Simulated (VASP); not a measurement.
# Pd: single point with PBEsol

The system is Pd.

```
CELL_PARAMETERS angstrom
0.10110 1.99674 1.99674
1.99674 0.10110 1.99674
1.99674 1.99674 0.10110
ATOMIC_POSITIONS crystal
Pd 0.00000 0.00000 0.00000
```

This cell differs from its parent crystal: ratio of the length along [111] to the lengths across it x 1.08, volume and fractional coordinates fixed.

```
Program                : VASP 6.6.1
Task                   : single point
Functional             : PBEsol
Potentials or basis    : VASP PAW PBE potentials, release 64 (Pd)
Cutoff                 : 520 eV
k mesh                 : 24 × 24 × 24
Occupations            : gaussian, width 0.15 eV
Spin                   : no spin polarisation
Dipole correction      : no
Further INCAR settings : ALGO = Fast; EDIFF = 1e-06; NBANDS = 11
```

```yaml
Pressure: -1.2 GPa
Band_gap_on_the_k_mesh: zero (band 5 reaches 10.03 eV, above the bottom of band 6 at 8.36 eV)
```

Stress tensor (GPa, compression positive):
```
-1.20 -4.21 -4.21
-4.21 -1.20 -4.21
-4.21 -4.21 -1.20
```

Levels at points of the mesh, in eV from the Fermi level:
```tsv
k point	band 1	band 2	band 3	band 4	band 5	band 6	band 7	band 8	band 9	band 10
(0.00, 0.00, 0.00)	-7.28	-3.34	-2.75	-2.75	-1.15	-1.15	16.87	20.46	22.82	22.82
(0.50, 0.00, 0.00)	-5.39	-3.37	-2.49	-0.25	0.20	1.14	7.68	16.20	20.05	21.36
(0.50, 0.50, 0.00)	-5.51	-5.17	-0.14	0.28	0.35	3.26	10.76	12.19	14.12	20.81
(0.50, 0.50, 0.50)	-5.47	-2.91	-2.91	-0.11	-0.11	0.27	6.18	17.13	22.26	22.26
```

It took 85 s on 1 thread of Intel(R) Xeon(R) 6975P-C (Granite Rapids), on a shared host, peak memory 0.33 GiB.

Caveat: the PAW data sets were made with another functional, which shifts forces and pressure a little.
